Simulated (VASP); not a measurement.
Here is a VASP 6.6.1 calculation.

The input INCAR:

```
SYSTEM = Si
ALGO = Normal
EDIFF = 1E-6
ENCUT = 520
ISIF = 2
ISMEAR = -1
LASPH = .TRUE.
LCHARG = .FALSE.
LREAL = .FALSE.
LWAVE = .FALSE.
NBANDS = 11
NELM = 60
PREC = Accurate
SIGMA = 0.08
```

File KPOINTS:

```
k-points
0
G
  12 12 12
  0 0 0
```

Contents of POSCAR:

```
Si
1.0
    0.0000000000      2.6787699606      2.6787699606
    2.6787699606      0.0000000000      2.6787699606
    2.6787699606      2.6787699606      0.0000000000
Si
2
Direct
    0.5000000000      0.5000000000      0.5000000000
    0.7500000000      0.7500000000      0.7500000000
```

Potentials or basis: VASP PAW LDA potentials, release 64 (Si).

The run is started by

```console
$ cat potpaw_LDA.64/Si/POTCAR > POTCAR
$ mpirun -np 1 vasp_std > vasp.out
```

(1) Estimate the band gap on the k mesh.

(2) Estimate the pressure.

Answers

(1) 0.40 eV, indirect (least direct gap 2.54 eV).

(2) 2.6 GPa.
